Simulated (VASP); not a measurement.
# Mo (P6/mmm) in VASP: further runs, part 2 of 2

VASP 6.6.1. The steps go on from the part before.

## 3. Single point, PBE (16.13 Å³/atom)

Contents of INCAR:

```
ALGO     = Normal         # electronic algorithm
EDIFF    = 1E-6           # SCF threshold, eV
ENCUT    = 520            # plane-wave cutoff, eV
GGA      = PE             # functional
ISIF     = 2              # what is computed and relaxed
ISMEAR   = -1             # smearing method
LASPH    = T              # aspherical terms in the spheres
LCHARG   = F              # write CHGCAR
LREAL    = F              # projectors in reciprocal space
LWAVE    = F              # write WAVECAR
NBANDS   = 28             # bands
NELM     = 100            # most SCF steps
PREC     = Accurate       # precision mode
SIGMA    = 0.1            # smearing width, eV
```

Contents of KPOINTS:

```
k-points
0
Gamma
  10 10 16
```

Contents of POSCAR:

```
Mo
1.0
    4.6685867923      0.0000000000      0.0000000000
   -2.3342933962      4.0431147619      0.0000000000
    0.0000000000      0.0000000000      2.5629692001
Mo
3
Direct
    0.0000000000      0.0000000000      1.0000000000
    0.3333333333      0.6666666667      0.5000000000
    0.6666666667      0.3333333333      0.5000000000
```

Potentials or basis: VASP PAW PBE potentials, release 64 (Mo_sv).

Run with:

```console
$ cat potpaw_PBE.64/Mo_sv/POTCAR > POTCAR
$ mpirun -np 1 vasp_std > vasp.out
```

OUTCAR:

```text
EDIFF = 1E-6
   ENCUT = 520
   GGA = PE
   ISIF = 2
   ISMEAR = -1
   LASPH = T
   LREAL = F
   NELM = 100
   PREC = Accurate

 ion  position               nearest neighbor table
   1  0.000  0.000  0.000-   2 2.98   3 2.98   2 2.98   3 2.98   3 2.98   3 2.98   2 2.98   2 2.98
                             3 2.98   3 2.98   2 2.98   2 2.98
   2  0.333  0.667  0.500-   3 2.70   3 2.70   3 2.70   1 2.98   1 2.98   1 2.98   1 2.98   1 2.98
                             1 2.98
   3  0.667  0.333  0.500-   2 2.70   2 2.70   2 2.70   1 2.98   1 2.98   1 2.98   1 2.98   1 2.98
                             1 2.98

  LATTYP: Found a hexagonal cell.
 ALAT       =     4.6685867923
 C/A-ratio  =     0.5489818042

  Lattice vectors:

 A1 = (   4.6685867923,   0.0000000000,   0.0000000000)
 A2 = (  -2.3342933962,   4.0431147619,   0.0000000000)
 A3 = (   0.0000000000,   0.0000000000,   2.5629692001)

Analysis of symmetry for initial positions (statically):
=====================================================================
 Subroutine PRICEL returns:
 Original cell was already a primitive cell.

 Routine SETGRP: Setting up the symmetry group for a
 hexagonal supercell.

 Subroutine GETGRP returns: Found 24 space group operations
 (whereof 24 operations were pure point group operations)
 out of a pool of 24 trial point group operations.

The static configuration has the point symmetry D_6h.

Analysis of symmetry for dynamics (positions and initial velocities):
=====================================================================
 Subroutine PRICEL returns:
 Original cell was already a primitive cell.

 Routine SETGRP: Setting up the symmetry group for a
 hexagonal supercell.

 Subroutine GETGRP returns: Found 24 space group operations
 (whereof 24 operations were pure point group operations)
 out of a pool of 24 trial point group operations.
[... 117 lines left out ...]
   EFERMI =   0.00;   METHOD = LEGACY
   ISMEAR =    -1;   SIGMA  =   0.10  broadening in eV -4-tet -1-fermi 0-gaus
   EFERMI_NEDOS =   21; number of points for ismear=-14 and -15
   IALGO  =     38    algorithm
   IMIX   =      4    mixing-type and parameters
     AMIX     =   0.40;   BMIX     =  1.00
     AMIX_MAG =   1.60;   BMIX_MAG =  1.00
  volume/ion in A,a.u.               =      16.13       108.82
  Fermi-wavevector in a.u.,A,eV,Ry     =   1.561743  2.951267 33.185180  2.439042
  Thomas-Fermi vector in A             =   2.664764
   LORBIT       =      0    0 simple, 1 ext, 2 COOP (PROOUT), +10 PAW based schemes
   GGA     = PE    functional components
   LHFCALC =     F    Hartree Fock is set to
   AEXX    =    0.0000 exact exchange contribution
   IVDW    =     0    specifies the selected vdW correction
   LEPSILON=     F    determine dielectric tensor
   LRPA    =     F    only Hartree local field effects (RPA)
 non-spin polarized calculation
  energy-cutoff  :      520.00
  volume of cell :       48.38
 maximum number of plane-waves:      1324
 NGX is ok and might be reduce to    36
   NGX = 17   NGY = 17   NGZ =  9

 number of electron      42.0000003 magnetization

 Free energy of the ion-electron system (eV)
  ---------------------------------------------------
  ext. energy  EPLUGINS =         0.00000000
  ---------------------------------------------------
  free energy    TOTEN  =       -31.66698214 eV

  energy without entropy =      -31.54296594  energy(sigma->0) =      -31.60497404

 E-fermi :  11.9058     XC(G=0): -13.1830

 val. band max:       11.9056276815   @ k =   0.2000   0.1000   0.3125
 cond. band min:      11.9082575468   @ k =   0.1000   0.0000   0.2500
 fundamental gap:      0.0026298653
 Fermi energy:        11.9058430354

 k-point     1 :       0.0000    0.0000    0.0000
  band No.  band energies     occupation
      1     -49.1341      2.00000
      2     -48.9420      2.00000
      3     -48.7923      2.00000
      4     -23.3278      2.00000
      5     -23.3278      2.00000
      6     -23.2782      2.00000
[... 733 lines left out ...]
     27      15.3267      0.00000
     28      15.4721      0.00000

 [... further k-points ...]

------------------------ aborting loop because EDIFF is reached ----------------------------------------

  FORCE on cell =-STRESS in cart. coord.  units (eV):
  Direction    XX          YY          ZZ          XY          YZ          ZX
  --------------------------------------------------------------------------------------
  -------------------------------------------------------------------------------------
  Total        0.1619395      0.1619395      0.1809067     -0.0000000      0.0000000      0.0000000
  in kB        5.3631321      5.3631321      5.9912896     -0.0000000      0.0000000      0.0000000
  external PRESSURE =       5.5725179 kB  Pullay stress =       0.0000000 kB

 VOLUME and BASIS-vectors are now :
 -----------------------------------------------------------------------------
  energy-cutoff  :      520.00
  volume of cell :       48.38
      direct lattice vectors                 reciprocal lattice vectors
     4.668586792  0.000000000  0.000000000     0.214197582  0.123667031  0.000000000
    -2.334293396  4.043114762  0.000000000     0.000000000  0.247334063  0.000000000
     0.000000000  0.000000000  2.562969200     0.000000000  0.000000000  0.390172461

 POSITION                                       TOTAL-FORCE (eV/Angst)
 -----------------------------------------------------------------------------------
      0.00000      0.00000      0.00000         0.000000      0.000000     -0.000000
     -0.00000      2.69541      1.28148        -0.000000      0.000000      0.000000
      2.33429      1.34770      1.28148         0.000000      0.000000     -0.000000
 -----------------------------------------------------------------------------------
    total drift:                                0.000000      0.000000     -0.000000

  FREE ENERGIE OF THE ION-ELECTRON SYSTEM (eV)
  ---------------------------------------------------
  free  energy   TOTEN  =       -31.6669821384 eV

  energy  without entropy=      -31.5429659403  energy(sigma->0) =      -31.60497404
```

It took 59 s on 1 thread of Intel Xeon 6975P-C (Granite Rapids), shared host; peak memory 0.25 GiB.

Results:

| Quantity | Value |
| --- | --- |
| Free energy | -31.6670 eV |
| Pressure | 0.6 GPa |
| Band gap on the k mesh | zero (bands 21 and 22 overlap by 1.34 eV) |

Levels at points of the mesh, in eV from the Fermi level:
| k point | band 18 | band 19 | band 20 | band 21 | band 22 | band 23 | band 24 | band 25 |
| --- | --- | --- | --- | --- | --- | --- | --- | --- |
| (0.00, 0.00, 0.00) | -2.15 | -2.08 | -2.08 | -0.51 | -0.51 | 1.74 | 1.74 | 1.82 |
| (0.50, 0.00, 0.00) | -2.59 | -2.12 | -2.11 | 0.82 | 1.18 | 1.96 | 1.97 | 2.05 |
| (0.00, 0.00, 0.50) | -1.45 | -1.15 | -1.15 | 0.11 | 0.11 | 2.38 | 2.38 | 3.08 |
| (0.50, 0.00, 0.50) | -1.99 | -1.80 | -0.24 | -0.20 | 1.13 | 1.20 | 2.13 | 2.39 |

## 4. Single point, PBE (16.77 Å³/atom)

This run uses another cell than the first one, of 16.77 Å³/atom.

Contents of INCAR:

```
PREC = Accurate
ENCUT = 520
EDIFF = 1E-6
ISMEAR = -1
SIGMA = 0.1
LREAL = False
LASPH = True
NELM = 60
ALGO = Normal
ISIF = 2
LWAVE = False
LCHARG = True
GGA = PE
LELF = True
LVHAR = True
NBANDS = 28
```

Contents of KPOINTS:

```
Automatic mesh
0
Gamma
  10 10 16
```

Contents of POSCAR:

```
Mo
1.0
    4.7300226112      0.0000000000      0.0000000000
   -2.3650113056      4.0963197418      0.0000000000
    0.0000000000      0.0000000000      2.5966963468
Mo
3
Direct
    0.0000000000      0.0000000000      1.0000000000
    0.3333333333      0.6666666667      0.5000000000
    0.6666666667      0.3333333333      0.5000000000
```

Run with:

```console
$ cat potpaw_PBE.64/Mo_sv/POTCAR > POTCAR
$ mpirun -np 1 vasp_std > vasp.out
```

It took 61 s on 1 thread of Intel Xeon 6975P-C (Granite Rapids), shared host; peak memory 0.25 GiB.

It converged, with:

| Item | Value |
| --- | --- |
| Free energy | -31.6204 eV |
| Pressure | -8.1 GPa |
| Band gap on the k mesh | zero (bands 21 and 22 overlap by 1.27 eV) |

Stress tensor (GPa, compression positive):
```
-7.73  0.00  0.00
 0.00 -7.73  0.00
 0.00  0.00 -8.86
```

Levels at points of the mesh, in eV from the Fermi level:
```
           k point  band 19  band 20  band 21  band 22  band 23  band 24
(0.00, 0.00, 0.00)    -2.00    -2.00    -0.47    -0.47     1.67     1.67
(0.50, 0.00, 0.00)    -2.02    -2.00     0.80     1.07     1.85     1.88
(0.00, 0.00, 0.50)    -1.07    -1.07     0.10     0.10     2.26     2.26
(0.50, 0.00, 0.50)    -1.67    -0.21    -0.19     1.07     1.09     2.05
```

Caveat: the cell stands under tension.
